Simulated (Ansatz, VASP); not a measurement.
# GaAs: VASP beside Ansatz

Contents of POSCAR:

```
GaAs
1.0
    0.0000000000      2.8078772807      2.8078772807
    2.8078772807      0.0000000000      2.8078772807
    2.8078772807      2.8078772807      0.0000000000
As Ga
1 1
Direct
    0.7500000000      0.7500000000      0.7500000000
    0.0000000000      0.0000000000      0.0000000000
```

INCAR.step1

```
SYSTEM = GaAs
ALGO = Normal ; EDIFF = 1E-5
ENCUT = 520 ; GGA = PE
ISIF = 2 ; ISMEAR = -1
LASPH = .True. ; LCHARG = .False.
LREAL = .False. ; LWAVE = .True.
NBANDS = 16 ; NELM = 60
PREC = Accurate ; SIGMA = 0.05
```

File INCAR.step2:

```
SYSTEM = GaAs
AEXX = 0.5 ; AGGAC = 1.0
AGGAX = 0.5 ; ALDAC = 0.0
ALDAX = 0.5 ; ALGO = Normal
EDIFF = 1E-7 ; ENCUT = 520
GGA = B5 ; ISIF = 2
ISMEAR = -1 ; ISTART = 1
LASPH = .True. ; LCHARG = .False.
LHFCALC = .True. ; LREAL = .False.
LWAVE = .False. ; NBANDS = 16
NELM = 60 ; PREC = Accurate
PRECFOCK = Normal ; SIGMA = 0.05
```

Contents of KPOINTS:

```
k-points
0
Gamma
  4 4 4
  0 0 0
```

The input input.yaml:

```yaml
crystal:
  lattice:
    - [0.0, 2.8078772807, 2.8078772807]
    - [2.8078772807, 0.0, 2.8078772807]
    - [2.8078772807, 2.8078772807, 0.0]
  atoms:
    - { symbol: As, position: [0.75, 0.75, 0.75] }
    - { symbol: Ga, position: [0.0, 0.0, 0.0] }
hamiltonian:
  xc: { name: BHLYP }
  pseudopotentials: { kind: paw }
kpoints:
  mp_grid: { grid: [4, 4, 4] }
scf:
  occupations: { method: fermi_dirac, width: 0.05 }
output:
  forces: true
  stress: true
  eigenvalues: true
```

Alike in both runs: task single point; functional BHLYP; k mesh 4 × 4 × 4; occupations fermi-dirac, width 0.05 eV; no spin polarisation.

```csv
,VASP,Ansatz
version,VASP 6.6.1,Ansatz 0.2.0
potentials or method,"VASP PAW PBE potentials, release 64 (As, Ga_d)",Ansatz PAW
plane-wave cutoff (eV),520,420
valence electrons in the cell,18,28
```

VASP gave:

| Item | Value |
| --- | --- |
| gap on the k mesh at the Fermi level (eV) | 4.06 |
| least direct gap on the mesh (eV) | 4.06 |
| pressure (GPa) | 3.6 |

Question: What did Ansatz give for the same quantities?

Answer: gap on the k mesh at the Fermi level (eV): 3.93; least direct gap on the mesh (eV): 3.93; pressure (GPa): 4.1.

VASP's potentials were made for PBE, not for BHLYP. VASP's potentials hold 18 valence electrons a cell and Ansatz's 28, so a difference there can come from the potentials and not from the codes.

The k mesh is coarse, so the values compare programs but aren't converged.
